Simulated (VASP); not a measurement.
Ga:

```
Ga
1.0
     2.26150   -3.83050    0.00000
     2.26150    3.83050    0.00000
     0.00000    0.00000    4.52400
Ga
4
Direct
  0.34510 0.65490 0.41900
  0.15490 0.84510 0.91900
  0.65490 0.34510 0.58100
  0.84510 0.15490 0.08100
```

Base run:

```yaml
Program: VASP 6.6.1
Functional: PBEsol
Potentials_or_basis: VASP PAW PBE potentials, release 64 (Ga_d)
Cutoff: 520 eV
k_mesh: 7 × 7 × 6
Occupations: fermi-dirac, width 0.05 eV
Spin: no spin polarisation
```

Its results: band gap on the k mesh zero (band 26 reaches 5.28 eV, above the bottom of band 27 at 3.98 eV); pressure -1.5 GPa; largest force 0.119 eV/Å.

Problem. After a change of settings the same cell gave: band gap on the k mesh zero (band 26 reaches 5.44 eV, above the bottom of band 27 at 4.16 eV); pressure 2.0 GPa; largest force 0.103 eV/Å. Which change was it?
A. functional from PBEsol to PBE
B. functional from PBEsol to r2SCAN; further incar settings from ALGO = Fast; EDIFF = 1e-07; NBANDS = 34 to ALGO = Normal; EDIFF = 1e-06; NBANDS = 34
C. further incar settings from ALGO = Fast; EDIFF = 1e-07; NBANDS = 34 to ALGO = Fast; EDIFF = 1e-06; NBANDS = 34

Solution. A.

PBE binds less tightly than PBEsol, so the same cell stands under more pressure.

Caveats: the PAW data sets were made with another functional, which shifts forces and pressure a little (some runs).
